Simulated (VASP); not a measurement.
A run of VASP 6.6.1:

The input POSCAR:

```
AlO2
1.0
    1.4881620000     -5.4028330000      0.0000000000
    1.4881620000      5.4028330000      0.0000000000
    0.0000000000      0.0000000000      3.6466120000
Al O
2 4
Direct
    0.6681330000      0.3318670000      0.7500000000
    0.3318670000      0.6681330000      0.2500000000
    0.0610720000      0.9389280000      0.7500000000
    0.9389280000      0.0610720000      0.2500000000
    0.2941840000      0.7058160000      0.7500000000
    0.7058160000      0.2941840000      0.2500000000
```

The input INCAR.step1:

```
PREC = Accurate
ENCUT = 520
EDIFF = 1E-6
ISMEAR = -1
SIGMA = 0.05
LREAL = F
LASPH = T
NELM = 80
ALGO = Normal
ISIF = 2
LWAVE = F
LCHARG = T
GGA = B5
ALDAX = 1.0
AGGAX = 1.0
AGGAC = 1.0
ALDAC = 0.0
NBANDS = 24
```

Contents of KPOINTS.step1:

```
Automatic mesh
0
Gamma
  9 9 7
```

Contents of INCAR.step2:

```
PREC = Accurate
ENCUT = 520
EDIFF = 1E-6
ISMEAR = -5
SIGMA = 0.05
LREAL = F
LASPH = T
NELM = 80
ALGO = Normal
ISIF = 2
LWAVE = F
LCHARG = F
GGA = B5
ALDAX = 1.0
AGGAX = 1.0
AGGAC = 1.0
ALDAC = 0.0
LORBIT = 10
NEDOS = 2001
ICHARG = 11
```

The input KPOINTS.step2:

```
Automatic mesh
0
Gamma
  14 14 11
```

Potentials or basis: VASP PAW PBE potentials, release 64 (Al, O).

The run is started by

```bash
$ cat potpaw_PBE.64/Al/POTCAR potpaw_PBE.64/O/POTCAR > POTCAR
$ cp INCAR.step1 INCAR
$ cp KPOINTS.step1 KPOINTS
$ mpirun -np 1 vasp_std > vasp.out
$ cp INCAR.step2 INCAR
$ cp KPOINTS.step2 KPOINTS
$ mpirun -np 1 vasp_std > vasp.out
```

Hardware: 1 thread of Intel Xeon 8259CL (shared host).

How long does it take, and how much memory?

It took 12 min on 1 thread of Intel Xeon 8259CL, on a shared host, peak memory 0.44 GiB. Counts: k points 342.
